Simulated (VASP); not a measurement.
# As in VASP: single point with PBE

Aim: the single point of As with PBE.

Program: VASP 6.6.1. These are calculated values, not measurements. Logs are shortened: lines on timing, memory, paths and dates and some standing lists are left out, and cuts for length are marked.

**1. The cell of the first run**

The cell holds a slab with vacuum, 2 atoms: a = 3.605 Å, b = 3.605 Å, c = 24.297 Å, α = 90.00°, β = 90.00°, γ = 120.00°.

**2. Single point, PBE**

The input, INCAR:

```
SYSTEM = As
  ALGO = Normal
  DIPOL = 0.5 0.5 0.673
  EDIFF = 1E-6
  ENCUT = 400
  GGA = PE
  GGA_COMPAT = .False.
  IDIPOL = 3
  ISIF = 2
  ISMEAR = 0
  LASPH = .True.
  LCHARG = .False.
  LDIPOL = .True.
  LREAL = .False.
  LWAVE = .False.
  NBANDS = 22
  NELM = 120
  NELMDL = -8
  PREC = Accurate
  SIGMA = 0.04
```

The input, KPOINTS:

```
k-points
0
Gamma
  12 12 1
  0 0 0
```

The input, POSCAR:

```
As
1.0
    3.6048451667      0.0000000000      0.0000000000
   -1.8024225834      3.1218874911      0.0000000000
    0.0000000000      0.0000000000     24.2968881219
As
2
Direct
    0.6666666667      0.3333333333      0.6439965121
    0.0000000000      1.0000000000      0.7014263086
```

Potentials or basis: VASP PAW PBE potentials, release 64 (As_d).

Command:

```sh
$ cat potpaw_PBE.64/As_d/POTCAR > POTCAR
$ mpirun -np 1 vasp_std > vasp.out
```

OUTCAR:

```text
SYSTEM = As
   EDIFF = 1E-6
   ENCUT = 400
   GGA = PE
   ISIF = 2
   ISMEAR = 0
   LASPH = .True.
   LREAL = .False.
   NELM = 120
   NELMDL = -8
   PREC = Accurate

 ion  position               nearest neighbor table
   1  0.667  0.333  0.644-   2 2.51   2 2.51   2 2.51
   2  0.000  0.000  0.701-   1 2.51   1 2.51   1 2.51

  LATTYP: Found a hexagonal cell.
 ALAT       =     3.6048451667
 C/A-ratio  =     6.7400642741

  Lattice vectors:

 A1 = (   3.6048451667,   0.0000000000,   0.0000000000)
 A2 = (  -1.8024225834,   3.1218874911,   0.0000000000)
 A3 = (   0.0000000000,   0.0000000000,  24.2968881219)

Analysis of symmetry for initial positions (statically):
=====================================================================
 Subroutine PRICEL returns:
 Original cell was already a primitive cell.

 Routine SETGRP: Setting up the symmetry group for a
 hexagonal supercell.

 Subroutine GETGRP returns: Found 12 space group operations
 (whereof  6 operations were pure point group operations)
 out of a pool of 24 trial point group operations.

The static configuration has the point symmetry C_3v.
 The point group associated with its full space group is D_3d.

Analysis of symmetry for dynamics (positions and initial velocities):
=====================================================================
 Subroutine PRICEL returns:
 Original cell was already a primitive cell.

 Routine SETGRP: Setting up the symmetry group for a
 hexagonal supercell.

 Subroutine GETGRP returns: Found 12 space group operations
 (whereof  6 operations were pure point group operations)
 out of a pool of 24 trial point group operations.

The dynamic configuration has the point symmetry C_3v.
 The point group associated with its full space group is D_3d.

 Subroutine INISYM returns: Found 12 space group operations
 (whereof  6 operations are pure point group operations),
 and found     1 'primitive' translations

----------------------------------------------------------------------------------------

                                     Primitive cell

  volume of cell :     273.4353

  direct lattice vectors                    reciprocal lattice vectors
     3.604845167  0.000000000  0.000000000     0.277404425  0.160159519  0.000000000
    -1.802422583  3.121887491  0.000000000     0.000000000  0.320319039  0.000000000
     0.000000000  0.000000000 24.296888122     0.000000000  0.000000000  0.041157534

  length of vectors
     3.604845167  3.604845167 24.296888122     0.320319039  0.320319039  0.041157534

  position of ions in fractional coordinates (direct lattice)
     0.666666667  0.333333333  0.643996512
     0.000000000  0.000000000  0.701426309

  ion indices of the primitive-cell ions
   primitive index   ion index
                 1           1
                 2           2

----------------------------------------------------------------------------------------

 KPOINTS: k-points

Automatic generation of k-mesh.
 Grid dimensions read from file:
 generate k-points for:   12   12    1

 Generating k-lattice:

  Cartesian coordinates                     Fractional coordinates (reciprocal lattice)
     0.023117035  0.013346627  0.000000000     0.083333333  0.000000000  0.000000000
     0.000000000  0.026693253  0.000000000     0.000000000  0.083333333  0.000000000
     0.000000000  0.000000000  0.041157534     0.000000000  0.000000000  1.000000000

  Length of vectors
     0.026693253  0.026693253  0.041157534

  Shift w.r.t. Gamma in fractional coordinates (k-lattice)
     0.000000000  0.000000000  0.000000000

 Subroutine IBZKPT returns following result:
 ===========================================

 Found     19 irreducible k-points:

 Following reciprocal coordinates:
            Coordinates               Weight
  0.000000  0.000000  0.000000      1.000000
  0.083333 -0.000000  0.000000      6.000000
  0.166667 -0.000000  0.000000      6.000000
  0.250000 -0.000000  0.000000      6.000000
  0.333333 -0.000000  0.000000      6.000000
  0.416667 -0.000000  0.000000      6.000000
[... 11 lines left out ...]
  0.333333  0.250000  0.000000     12.000000
  0.333333  0.333333  0.000000      2.000000
   k-points           NKPTS =     19   k-points in BZ     NKDIM =     19   number of bands    NBANDS=     22
   number of dos      NEDOS =    301   number of ions     NIONS =      2
   total plane-waves  NPLWV =  92160
   dimension x,y,z NGX =    24 NGY =   24 NGZ =  160
   dimension x,y,z NGXF=    48 NGYF=   48 NGZF=  320
   ions per type =               2
   NGX,Y,Z   is equivalent  to a cutoff of  11.07, 11.07, 10.95 a.u.
   NGXF,Y,Z  is equivalent  to a cutoff of  22.14, 22.14, 21.90 a.u.
 SYSTEM =  As
   PREC   = accura    normal or accurate (medium, high low for compatibility)
   ISTART =      0    job   : 0-new  1-cont  2-samecut
   ICHARG =      2    charge: 1-file 2-atom 10-const
   ISPIN  =      1    spin polarized calculation?
   LNONCOLLINEAR =      F non collinear calculations
   LSORBIT =      F    spin-orbit coupling
   LASPH  =      T    aspherical Exc in radial PAW
   ENCUT  =  400.0 eV  29.40 Ry    5.42 a.u.   5.88  5.88 39.62*2*pi/ulx,y,z
   NELM   =    120;   NELMIN=  2; NELMDL= -8     # of ELM steps
   EDIFF  = 0.1E-05   stopping-criterion for ELM
   LREAL  =      F    real-space projection
   EDIFFG = 0.1E-04   stopping-criterion for IOM
   NSW    =      0    number of steps for IOM
   IBRION =     -1    ionic relax: 0-MD 1-quasi-New 2-CG
   NFREE  =      0    steps in history (QN), initial steepest desc. (CG)
   ISIF   =      2    stress and relaxation
   ISYM   =      2    0-nonsym 1-usesym 2-fastsym
   POTIM  = 0.5000    time-step for ionic-motion
   TEBEG  =    0.0;   TEEND  =   0.0 temperature during run
   PSTRESS=    0.0 pullay stress
   NELECT =      30.0000    total number of electrons
   NUPDOWN=      -1.0000    fix difference up-down
   EMIN   =  10.00;   EMAX   =-10.00  energy-range for DOS
   EFERMI =   0.00;   METHOD = LEGACY
   ISMEAR =     0;   SIGMA  =   0.04  broadening in eV -4-tet -1-fermi 0-gaus
   EFERMI_NEDOS =   21; number of points for ismear=-14 and -15
   IALGO  =     38    algorithm
   IMIX   =      4    mixing-type and parameters
     AMIX     =   0.40;   BMIX     =  1.00
     AMIX_MAG =   1.60;   BMIX_MAG =  1.00
  volume/ion in A,a.u.               =     136.72       922.62
  Fermi-wavevector in a.u.,A,eV,Ry     =   0.783725  1.481026  8.357038  0.614225
  Thomas-Fermi vector in A             =   1.887712
   LORBIT       =      0    0 simple, 1 ext, 2 COOP (PROOUT), +10 PAW based schemes
   GGA     = PE    functional components
   LHFCALC =     F    Hartree Fock is set to
   AEXX    =    0.0000 exact exchange contribution
   IVDW    =     0    specifies the selected vdW correction
   LEPSILON=     F    determine dielectric tensor
   LRPA    =     F    only Hartree local field effects (RPA)
 non-spin polarized calculation
 Gauss-broadening in eV      SIGMA  =   0.04
  energy-cutoff  :      400.00
  volume of cell :      273.44
 maximum number of plane-waves:      4998
 NGX is ok and might be reduce to    24
   NGX = 11   NGY = 11   NGZ = 79

 dipolmoment           0.000000      0.000000      0.000000 electrons x Angstroem

 number of electron      30.0000046 magnetization

 dipolmoment           0.000000      0.000000     -0.000000 electrons x Angstroem

 Free energy of the ion-electron system (eV)
  ---------------------------------------------------
  ext. energy  EPLUGINS =         0.00000000
  ---------------------------------------------------
  free energy    TOTEN  =        -9.35921486 eV

  energy without entropy =       -9.35921486  energy(sigma->0) =       -9.35921486

 E-fermi :  -3.8812     XC(G=0):  -2.2704

 val. band max:       -4.0733960038   @ k =   0.0000   0.0000   0.0000
 cond. band min:      -2.4540648859   @ k =   0.3333  -0.0000   0.0000
 fundamental gap:      1.6193311179
 Fermi energy:        -3.8811815414

 k-point     1 :       0.0000    0.0000    0.0000
  band No.  band energies     occupation
      1     -39.2051      2.00000
      2     -39.2051      2.00000
      3     -39.1675      2.00000
      4     -39.1675      2.00000
      5     -39.1160      2.00000
      6     -39.0950      2.00000
[... 14 lines left out ...]
     21       1.5059      0.00000
     22       1.8704      0.00000

 k-point     2 :       0.0833   -0.0000    0.0000
  band No.  band energies     occupation
      1     -39.2049      2.00000
      2     -39.2032      2.00000
      3     -39.1670      2.00000
      4     -39.1659      2.00000
      5     -39.1159      2.00000
      6     -39.0961      2.00000
[... 14 lines left out ...]
     21       1.6132      0.00000
     22       1.9809      0.00000

 k-point     3 :       0.1667   -0.0000    0.0000
  band No.  band energies     occupation
      1     -39.2045      2.00000
      2     -39.1978      2.00000
      3     -39.1653      2.00000
      4     -39.1615      2.00000
      5     -39.1158      2.00000
      6     -39.0991      2.00000
[... 14 lines left out ...]
     21       1.9275      0.00000
     22       2.2985      0.00000

 k-point     4 :       0.2500   -0.0000    0.0000
  band No.  band energies     occupation
      1     -39.2038      2.00000
      2     -39.1902      2.00000
      3     -39.1619      2.00000
      4     -39.1548      2.00000
      5     -39.1157      2.00000
      6     -39.1040      2.00000
[... 14 lines left out ...]
     21       2.4452      0.00000
     22       2.7862      0.00000

 k-point     5 :       0.3333   -0.0000    0.0000
  band No.  band energies     occupation
      1     -39.2029      2.00000
      2     -39.1829      2.00000
      3     -39.1554      2.00000
      4     -39.1467      2.00000
      5     -39.1166      2.00000
      6     -39.1104      2.00000
[... 14 lines left out ...]
     21       3.0680      0.00000
     22       3.5103      0.00000

 k-point     6 :       0.4167   -0.0000    0.0000
  band No.  band energies     occupation
      1     -39.2023      2.00000
      2     -39.1786      2.00000
      3     -39.1445      2.00000
      4     -39.1382      2.00000
      5     -39.1210      2.00000
      6     -39.1178      2.00000
[... 14 lines left out ...]
     21       3.8379      0.00000
     22       4.2538      0.00000

 k-point     7 :       0.5000   -0.0000    0.0000
  band No.  band energies     occupation
      1     -39.2020      2.00000
      2     -39.1772      2.00000
      3     -39.1325      2.00000
      4     -39.1322      2.00000
      5     -39.1306      2.00000
      6     -39.1230      2.00000
[... 199 lines left out ...]
      6     -39.1167      2.00000
[... 14 lines left out ...]
     21       4.1231      0.00000
     22       4.5416      0.00000

 k-point    16 :       0.4167    0.1667    0.0000
  band No.  band energies     occupation
      1     -39.2033      2.00000
      2     -39.1687      2.00000
      3     -39.1409      2.00000
      4     -39.1332      2.00000
      5     -39.1236      2.00000
      6     -39.1228      2.00000
[... 14 lines left out ...]
     21       4.7211      0.00000
     22       4.9522      0.00000

 k-point    17 :       0.2500    0.2500    0.0000
  band No.  band energies     occupation
      1     -39.2038      2.00000
      2     -39.1664      2.00000
      3     -39.1538      2.00000
      4     -39.1340      2.00000
      5     -39.1244      2.00000
      6     -39.1150      2.00000
[... 14 lines left out ...]
     21       4.0489      0.00000
     22       4.3914      0.00000

 k-point    18 :       0.3333    0.2500    0.0000
  band No.  band energies     occupation
      1     -39.2038      2.00000
      2     -39.1608      2.00000
      3     -39.1481      2.00000
      4     -39.1337      2.00000
      5     -39.1243      2.00000
      6     -39.1168      2.00000
[... 14 lines left out ...]
     21       4.4848      0.00000
     22       4.9787      0.00000

 k-point    19 :       0.3333    0.3333    0.0000
  band No.  band energies     occupation
      1     -39.2039      2.00000
      2     -39.1519      2.00000
      3     -39.1519      2.00000
      4     -39.1382      2.00000
      5     -39.1188      2.00000
      6     -39.1133      2.00000
[... 14 lines left out ...]
     21       4.8544      0.00000
     22       5.6839      0.00000

------------------------ aborting loop because EDIFF is reached ----------------------------------------

 vacuum level on the upper side and lower side of the slab       (xc-potential included)        -0.009        -0.008

  FORCE on cell =-STRESS in cart. coord.  units (eV):
  Direction    XX          YY          ZZ          XY          YZ          ZX
  --------------------------------------------------------------------------------------
  -------------------------------------------------------------------------------------
  Total       -0.0733444     -0.0733444     -0.1096862      0.0000000     -0.0000000      0.0000000
  in kB       -0.4297568     -0.4297568     -0.6426996      0.0000000     -0.0000000      0.0000000
  external PRESSURE =      -0.5007377 kB  Pullay stress =       0.0000000 kB

 VOLUME and BASIS-vectors are now :
 -----------------------------------------------------------------------------
  energy-cutoff  :      400.00
  volume of cell :      273.44
      direct lattice vectors                 reciprocal lattice vectors
     3.604845167  0.000000000  0.000000000     0.277404425  0.160159519  0.000000000
    -1.802422583  3.121887491  0.000000000     0.000000000  0.320319039  0.000000000
     0.000000000  0.000000000 24.296888122     0.000000000  0.000000000  0.041157534

 POSITION                                       TOTAL-FORCE (eV/Angst)
 -----------------------------------------------------------------------------------
      1.80242      1.04063     15.64711         0.000000      0.000000      0.027749
      0.00000      0.00000     17.04248        -0.000000     -0.000000     -0.027749
 -----------------------------------------------------------------------------------
    total drift:                               -0.000000      0.000001      0.000261

  FREE ENERGIE OF THE ION-ELECTRON SYSTEM (eV)
  ---------------------------------------------------
  free  energy   TOTEN  =        -9.3592148596 eV

  energy  without entropy=       -9.3592148596  energy(sigma->0) =       -9.35921486

 vacuum level on the upper side and lower side of the slab         1.276         1.276
```

Run time: 1.7 min. Hardware: 1 thread of AMD EPYC 7R43 (Zen 3), shared host; peak memory 0.26 GiB.

What came out:

```
Free energy            : -9.3592 eV
Largest force          : 0.028 eV/Å
Band gap on the k mesh : 1.62 eV (least direct gap 1.95 eV)
```

Forces in eV/Å, atoms in the order of the input:
```
As   0.000  0.000  0.028
As   0.000  0.000 -0.028
```

Levels at points of the mesh, in eV from the valence-band top:
```tsv
k point	band 11	band 12	band 13	band 14	band 15	band 16	band 17	band 18	band 19	band 20
(0.00, 0.00, 0.00)	-13.46	-7.18	-0.55	0.00	0.00	1.95	3.50	3.50	4.85	5.08
(0.50, 0.00, 0.00)	-11.03	-9.10	-3.40	-1.87	-1.57	1.98	3.14	4.51	6.29	8.29
```
